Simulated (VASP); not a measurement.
# TiO2 (P4_2/mnm) in VASP: single point with PBE+U

Aim: the single point of TiO2 with PBE+U.

Program: VASP 6.6.1. These are calculated values, not measurements. Logs are shortened: lines on timing, memory, paths and dates and some standing lists are left out, and cuts for length are marked.

## 1. The cell of the first run

The structure is tetragonal, space group P4_2/mnm (No. 136). The conventional cell has a = 4.600 Å, b = 4.600 Å, c = 2.959 Å, α = 90.00°, β = 90.00°, γ = 90.00°. Ti (site symmetry mmm) has 6 O at 1.95 to 1.98 Å within 2.6 Å. Within 2.6 Å of O (site symmetry m2m) lie 3 Ti at 1.95 to 1.98 Å and 1 O at 2.55 Å.

## 2. Single point, PBE+U, collinear spin

File INCAR:

```
SYSTEM = TiO2
PREC = Accurate
ENCUT = 520
EDIFF = 1E-6
ISMEAR = 0
SIGMA = 0.1
LREAL = .FALSE.
LASPH = .TRUE.
NELM = 150
ALGO = Normal
ISIF = 2
LWAVE = .FALSE.
LCHARG = .FALSE.
ISPIN = 2
MAGMOM = 1 1 0 0 0 0
LORBIT = 11
LMAXMIX = 4
LDAU = .TRUE.
LDAUTYPE = 2
LDAUL = 2 -1
LDAUU = 4 0
LDAUJ = 0 0
LDAUPRINT = 1
GGA = PE
NBANDS = 37
```

File KPOINTS:

```
regular mesh
0
G
  4 4 6
  0 0 0
```

File POSCAR:

```
TiO2
1.0
    4.5998373239      0.0000000000      0.0000000000
    0.0000000000      4.5998373239      0.0000000000
    0.0000000000      0.0000000000      2.9592135600
Ti O
2 4
Direct
    0.5000000000      0.5000000000      0.0000000000
    0.0000000000      0.0000000000      0.5000000000
    0.6956786800      0.6956786800      0.5000000000
    0.8043213200      0.1956786800      0.0000000000
    0.1956786800      0.8043213200      0.0000000000
    0.3043213200      0.3043213200      0.5000000000
```

Potentials or basis: VASP PAW PBE potentials, release 64 (Ti_sv, O).

Command:

```
$ cat potpaw_PBE.64/Ti_sv/POTCAR potpaw_PBE.64/O/POTCAR > POTCAR
$ mpirun -np 1 vasp_std > vasp.out
```

OUTCAR:

```text
SYSTEM = TiO2
   PREC = Accurate
   ENCUT = 520
   EDIFF = 1E-6
   ISMEAR = 0
   LREAL = .FALSE.
   LASPH = .TRUE.
   NELM = 150
   ISIF = 2
   ISPIN = 2
   LORBIT = 11
   GGA = PE

 ion  position               nearest neighbor table
   1  0.500  0.500  0.000-   3 1.95   6 1.95   3 1.95   6 1.95   5 1.98   4 1.98
   2  0.000  0.000  0.500-   4 1.95   5 1.95   4 1.95   5 1.95   3 1.98   6 1.98
   3  0.696  0.696  0.500-   1 1.95   1 1.95   2 1.98
   4  0.804  0.196  0.000-   2 1.95   2 1.95   1 1.98
   5  0.196  0.804  0.000-   2 1.95   2 1.95   1 1.98
   6  0.304  0.304  0.500-   1 1.95   1 1.95   2 1.98

  LATTYP: Found a simple tetragonal cell.
 ALAT       =     4.5998373239
 C/A-ratio  =     0.6433300466

  Lattice vectors:

 A1 = (   4.5998373239,   0.0000000000,   0.0000000000)
 A2 = (   0.0000000000,   4.5998373239,   0.0000000000)
 A3 = (   0.0000000000,   0.0000000000,   2.9592135600)

Analysis of symmetry for initial positions (statically):
=====================================================================
 Subroutine PRICEL returns:
 Original cell was already a primitive cell.

 Routine SETGRP: Setting up the symmetry group for a
 simple tetragonal supercell.

 Subroutine GETGRP returns: Found 16 space group operations
 (whereof  8 operations were pure point group operations)
 out of a pool of 16 trial point group operations.

The static configuration has the point symmetry D_2h.
 The point group associated with its full space group is D_4h.

Analysis of symmetry for dynamics (positions and initial velocities):
=====================================================================
 Subroutine PRICEL returns:
 Original cell was already a primitive cell.

 Routine SETGRP: Setting up the symmetry group for a
 simple tetragonal supercell.

 Subroutine GETGRP returns: Found 16 space group operations
 (whereof  8 operations were pure point group operations)
 out of a pool of 16 trial point group operations.

The dynamic configuration has the point symmetry D_2h.
 The point group associated with its full space group is D_4h.

Analysis of structural, dynamic, and magnetic symmetry:
=====================================================================
 Subroutine PRICEL returns:
 Original cell was already a primitive cell.

 Routine SETGRP: Setting up the symmetry group for a
 simple tetragonal supercell.

 Subroutine GETGRP returns: Found 16 space group operations
 (whereof  8 operations were pure point group operations)
 out of a pool of 16 trial point group operations.

The overall configuration has the point symmetry D_2h.
 The point group associated with its full space group is D_4h.

 Subroutine INISYM returns: Found 16 space group operations
 (whereof  8 operations are pure point group operations),
 and found     1 'primitive' translations

----------------------------------------------------------------------------------------

                                     Primitive cell

  volume of cell :      62.6125

  direct lattice vectors                    reciprocal lattice vectors
     4.599837324  0.000000000  0.000000000     0.217398993  0.000000000  0.000000000
     0.000000000  4.599837324  0.000000000     0.000000000  0.217398993  0.000000000
     0.000000000  0.000000000  2.959213560     0.000000000  0.000000000  0.337927622

  length of vectors
     4.599837324  4.599837324  2.959213560     0.217398993  0.217398993  0.337927622

  position of ions in fractional coordinates (direct lattice)
     0.500000000  0.500000000  0.000000000
     0.000000000  0.000000000  0.500000000
     0.695678680  0.695678680  0.500000000
     0.804321320  0.195678680  0.000000000
     0.195678680  0.804321320  0.000000000
     0.304321320  0.304321320  0.500000000

  ion indices of the primitive-cell ions
   primitive index   ion index
                 1           1
                 2           2
                 3           3
                 4           4
                 5           5
                 6           6

----------------------------------------------------------------------------------------

 KPOINTS: regular mesh

Automatic generation of k-mesh.
 Grid dimensions read from file:
[... 108 lines left out ...]

atom =   1  type =  1  l = 2

 onsite density matrix

spin component  1

  0.1961  0.0000  0.0760  0.0000  0.0000
  0.0000  0.1858  0.0000  0.0870  0.0000
  0.0760  0.0000  0.1311  0.0000 -0.0000
  0.0000  0.0870  0.0000  0.1858  0.0000
  0.0000  0.0000 -0.0000  0.0000  0.1001

spin component  2

  0.1961  0.0000  0.0760  0.0000  0.0000
  0.0000  0.1858  0.0000  0.0870  0.0000
  0.0760  0.0000  0.1311  0.0000 -0.0000
  0.0000  0.0870  0.0000  0.1858  0.0000
  0.0000  0.0000 -0.0000  0.0000  0.1001

 occupancies and eigenvectors

  o =  0.0809  v =  0.0000  0.0000  0.0000  0.0000  0.0000 -0.5509 -0.0000  0.8346  0.0000  0.0000      0.0000  0.0000  0.0000  0.0000  0.0000  0.0000  0.0000  0.0000  0.0000  0.0000
  o =  0.0809  v = -0.5508 -0.0000  0.8346  0.0000  0.0000  0.0000  0.0000  0.0000  0.0000  0.0000      0.0000  0.0000  0.0000  0.0000  0.0000  0.0000  0.0000  0.0000  0.0000  0.0000
  o =  0.0987  v =  0.0000  0.0000  0.0000  0.0000  0.0000  0.0000 -0.7071 -0.0000  0.7071  0.0000      0.0000  0.0000  0.0000  0.0000  0.0000  0.0000  0.0000  0.0000  0.0000  0.0000
  o =  0.0987  v =  0.0000 -0.7071 -0.0000  0.7071  0.0000  0.0000  0.0000  0.0000  0.0000  0.0000      0.0000  0.0000  0.0000  0.0000  0.0000  0.0000  0.0000  0.0000  0.0000  0.0000
  o =  0.1001  v =  0.0000  0.0000  0.0000  0.0000  0.0000  0.0000  0.0000 -0.0000 -0.0000  1.0000      0.0000  0.0000  0.0000  0.0000  0.0000  0.0000  0.0000  0.0000  0.0000  0.0000
  o =  0.1001  v =  0.0000  0.0000 -0.0000 -0.0000  1.0000  0.0000  0.0000  0.0000  0.0000  0.0000      0.0000  0.0000  0.0000  0.0000  0.0000  0.0000  0.0000  0.0000  0.0000  0.0000
  o =  0.2463  v =  0.0000  0.0000  0.0000  0.0000  0.0000 -0.8346 -0.0000 -0.5509  0.0000  0.0000      0.0000  0.0000  0.0000  0.0000  0.0000  0.0000  0.0000  0.0000  0.0000  0.0000
  o =  0.2463  v = -0.8346 -0.0000 -0.5508  0.0000  0.0000  0.0000  0.0000  0.0000  0.0000  0.0000      0.0000  0.0000  0.0000  0.0000  0.0000  0.0000  0.0000  0.0000  0.0000  0.0000
  o =  0.2728  v =  0.0000  0.0000  0.0000  0.0000  0.0000  0.0000  0.7071 -0.0000  0.7071  0.0000      0.0000  0.0000  0.0000  0.0000  0.0000  0.0000  0.0000  0.0000  0.0000  0.0000
  o =  0.2728  v =  0.0000  0.7071 -0.0000  0.7071  0.0000  0.0000  0.0000  0.0000  0.0000  0.0000      0.0000  0.0000  0.0000  0.0000  0.0000  0.0000  0.0000  0.0000  0.0000  0.0000

atom =   2  type =  1  l = 2

 onsite density matrix

spin component  1

  0.1961  0.0000 -0.0760  0.0000 -0.0000
  0.0000  0.1858  0.0000 -0.0870  0.0000
 -0.0760  0.0000  0.1311  0.0000  0.0000
  0.0000 -0.0870  0.0000  0.1858  0.0000
 -0.0000  0.0000  0.0000  0.0000  0.1001

spin component  2

  0.1961  0.0000 -0.0760  0.0000 -0.0000
  0.0000  0.1858  0.0000 -0.0870  0.0000
 -0.0760  0.0000  0.1311  0.0000  0.0000
  0.0000 -0.0870  0.0000  0.1858  0.0000
 -0.0000  0.0000  0.0000  0.0000  0.1001

 occupancies and eigenvectors

  o =  0.0809  v =  0.0000  0.0000  0.0000  0.0000  0.0000 -0.5509  0.0000 -0.8346  0.0000 -0.0000      0.0000  0.0000  0.0000  0.0000  0.0000  0.0000  0.0000  0.0000  0.0000  0.0000
  o =  0.0809  v = -0.5508  0.0000 -0.8346  0.0000 -0.0000  0.0000  0.0000  0.0000  0.0000  0.0000      0.0000  0.0000  0.0000  0.0000  0.0000  0.0000  0.0000  0.0000  0.0000  0.0000
  o =  0.0987  v =  0.0000  0.0000  0.0000  0.0000  0.0000  0.0000 -0.7071 -0.0000 -0.7071  0.0000      0.0000  0.0000  0.0000  0.0000  0.0000  0.0000  0.0000  0.0000  0.0000  0.0000
  o =  0.0987  v =  0.0000 -0.7071  0.0000 -0.7071  0.0000  0.0000  0.0000  0.0000  0.0000  0.0000      0.0000  0.0000  0.0000  0.0000  0.0000  0.0000  0.0000  0.0000  0.0000  0.0000
  o =  0.1001  v =  0.0000  0.0000  0.0000  0.0000  0.0000  0.0000 -0.0000  0.0000 -0.0000 -1.0000      0.0000  0.0000  0.0000  0.0000  0.0000  0.0000  0.0000  0.0000  0.0000  0.0000
  o =  0.1001  v =  0.0000 -0.0000  0.0000  0.0000 -1.0000  0.0000  0.0000  0.0000  0.0000  0.0000      0.0000  0.0000  0.0000  0.0000  0.0000  0.0000  0.0000  0.0000  0.0000  0.0000
  o =  0.2463  v =  0.0000  0.0000  0.0000  0.0000  0.0000 -0.8346  0.0000  0.5509  0.0000  0.0000      0.0000  0.0000  0.0000  0.0000  0.0000  0.0000  0.0000  0.0000  0.0000  0.0000
  o =  0.2463  v = -0.8346  0.0000  0.5508  0.0000  0.0000  0.0000  0.0000  0.0000  0.0000  0.0000      0.0000  0.0000  0.0000  0.0000  0.0000  0.0000  0.0000  0.0000  0.0000  0.0000
  o =  0.2728  v =  0.0000  0.0000  0.0000  0.0000  0.0000  0.0000  0.7071 -0.0000 -0.7071  0.0000      0.0000  0.0000  0.0000  0.0000  0.0000  0.0000  0.0000  0.0000  0.0000  0.0000
  o =  0.2728  v =  0.0000 -0.7071  0.0000  0.7071  0.0000  0.0000  0.0000  0.0000  0.0000  0.0000      0.0000  0.0000  0.0000  0.0000  0.0000  0.0000  0.0000  0.0000  0.0000  0.0000

 number of electron      48.0000021 magnetization       0.0000045

 Free energy of the ion-electron system (eV)
  ---------------------------------------------------
  ext. energy  EPLUGINS =         0.00000000
  ---------------------------------------------------
  free energy    TOTEN  =       -48.33685662 eV

  energy without entropy =      -48.33685662  energy(sigma->0) =      -48.33685662

 E-fermi :   5.6661     XC(G=0): -11.4098

 val. band max:        5.1341017590   @ k =   0.0000   0.0000   0.0000
 cond. band min:       7.4887947059   @ k =   0.5000   0.5000   0.0000
 fundamental gap:      2.3546929469
 Fermi energy:         5.6660550885

 spin component 1

 k-point     1 :       0.0000    0.0000    0.0000
  band No.  band energies     occupation
      1     -52.8485      1.00000
      2     -52.8328      1.00000
      3     -29.0973      1.00000
      4     -29.0973      1.00000
      5     -28.9504      1.00000
      6     -28.9504      1.00000
[... 925 lines left out ...]
     35      16.5933      0.00000
     36      16.5933      0.00000
 Fermi energy:         5.6660550885

 spin component 2

 k-point     1 :       0.0000    0.0000    0.0000
  band No.  band energies     occupation
      1     -52.8487      1.00000
      2     -52.8329      1.00000
      3     -29.0974      1.00000
      4     -29.0974      1.00000
      5     -28.9504      1.00000
      6     -28.9504      1.00000
[... 925 lines left out ...]
     35      16.5933      0.00000
     36      16.5933      0.00000
 [bands above 36 left out]

------------------------ aborting loop because EDIFF is reached ----------------------------------------

  FORCE on cell =-STRESS in cart. coord.  units (eV):
  Direction    XX          YY          ZZ          XY          YZ          ZX
  --------------------------------------------------------------------------------------
  -------------------------------------------------------------------------------------
  Total        4.2105990      4.2105990      6.0055842      0.0000000      0.0000000      0.0000000
  in kB      107.7440289    107.7440289    153.6754839      0.0000000      0.0000000      0.0000000
  external PRESSURE =     123.0545139 kB  Pullay stress =       0.0000000 kB

 VOLUME and BASIS-vectors are now :
 -----------------------------------------------------------------------------
  energy-cutoff  :      520.00
  volume of cell :       62.61
      direct lattice vectors                 reciprocal lattice vectors
     4.599837324  0.000000000  0.000000000     0.217398993  0.000000000  0.000000000
     0.000000000  4.599837324  0.000000000     0.000000000  0.217398993  0.000000000
     0.000000000  0.000000000  2.959213560     0.000000000  0.000000000  0.337927622

 POSITION                                       TOTAL-FORCE (eV/Angst)
 -----------------------------------------------------------------------------------
      2.29992      2.29992      0.00000         0.000000      0.000000     -0.000000
      0.00000      0.00000      1.47961         0.000000      0.000000     -0.000000
      3.20001      3.20001      1.47961         0.095850      0.095850     -0.000000
      3.69975      0.90009      0.00000        -0.095850      0.095850     -0.000000
      0.90009      3.69975      0.00000         0.095850     -0.095850      0.000000
      1.39983      1.39983      1.47961        -0.095850     -0.095850      0.000000
 -----------------------------------------------------------------------------------
    total drift:                                0.000000      0.000000      0.000000

  FREE ENERGIE OF THE ION-ELECTRON SYSTEM (eV)
  ---------------------------------------------------
  free  energy   TOTEN  =       -48.3368566166 eV

  energy  without entropy=      -48.3368566166  energy(sigma->0) =      -48.33685662

 total charge

# of ion       s       p       d       tot
------------------------------------------
    1        2.232   6.317   1.570  10.120
    2        2.232   6.317   1.570  10.120
    3        1.570   3.532   0.000   5.102
    4        1.570   3.532   0.000   5.102
    5        1.570   3.532   0.000   5.102
    6        1.570   3.532   0.000   5.102
--------------------------------------------------
tot         10.746  26.762   3.140  40.649

 magnetization (x)

# of ion       s       p       d       tot
------------------------------------------
    1       -0.000  -0.000  -0.000  -0.000
    2       -0.000  -0.000  -0.000  -0.000
    3        0.000   0.000   0.000   0.000
    4        0.000   0.000   0.000   0.000
    5        0.000   0.000   0.000   0.000
    6        0.000   0.000   0.000   0.000
--------------------------------------------------
tot         -0.000   0.000  -0.000  -0.000
```

Wall time 3.4 min (1 thread of Intel Xeon 8259CL, shared host); peak memory 0.24 GiB.

Results:

```
Free energy                                           : -48.3369 eV
Pressure                                              : 12.3 GPa
Largest force                                         : 0.136 eV/Å
Band gap on the k mesh                                : 2.35 eV (least direct gap 2.36 eV)
Net moment                                            : 0.00 μB per cell
Valence electrons inside the program's atomic spheres : Ti 10.12; O 5.10
```

Forces on the atoms (eV/Å):
```
Ti   0.000  0.000  0.000
Ti   0.000  0.000  0.000
O    0.096  0.096  0.000
O   -0.096  0.096  0.000
O    0.096 -0.096  0.000
O   -0.096 -0.096  0.000
```

Levels at points of the mesh, in eV from the valence-band top:
Spin up:
```
           k point  band 21  band 22  band 23  band 24  band 25  band 26  band 27  band 28
(0.00, 0.00, 0.00)    -0.81    -0.53    -0.53     0.00     2.36     2.56     2.93     3.00
(0.50, 0.00, 0.00)    -1.70    -1.70    -0.78    -0.78     2.98     2.98     3.53     3.53
(0.50, 0.50, 0.00)    -1.43    -1.43    -1.19    -1.19     2.35     2.35     3.02     3.02
(0.00, 0.00, 0.50)    -2.35    -2.35    -1.49    -1.49     3.44     3.44     3.73     3.73
(0.50, 0.00, 0.50)    -2.01    -2.01    -1.10    -1.10     2.42     2.42     3.78     3.78
(0.50, 0.50, 0.50)    -1.26    -1.26    -0.73    -0.73     3.07     3.07     3.63     3.63
```
Spin down:
| k point | band 22 | band 23 | band 24 | band 25 | band 26 | band 27 |
| --- | --- | --- | --- | --- | --- | --- |
| (0.00, 0.00, 0.00) | -0.53 | -0.53 | 0.00 | 2.36 | 2.56 | 2.93 |
| (0.50, 0.00, 0.00) | -1.70 | -0.78 | -0.78 | 2.98 | 2.98 | 3.53 |
| (0.50, 0.50, 0.00) | -1.43 | -1.19 | -1.19 | 2.35 | 2.35 | 3.02 |
| (0.00, 0.00, 0.50) | -2.35 | -1.49 | -1.49 | 3.44 | 3.44 | 3.73 |
| (0.50, 0.00, 0.50) | -2.01 | -1.10 | -1.10 | 2.42 | 2.42 | 3.78 |
| (0.50, 0.50, 0.50) | -1.26 | -0.73 | -0.73 | 3.07 | 3.07 | 3.63 |

Eigenvalues of the final occupation matrices:
```
    site  spin  trace               eigenvalues
site 1 d     1   0.80  0.08 0.10 0.10 0.25 0.27
site 1 d     2   0.80  0.08 0.10 0.10 0.25 0.27
site 2 d     1   0.80  0.08 0.10 0.10 0.25 0.27
site 2 d     2   0.80  0.08 0.10 0.10 0.25 0.27
```

Caveat: the cell stands under pressure.
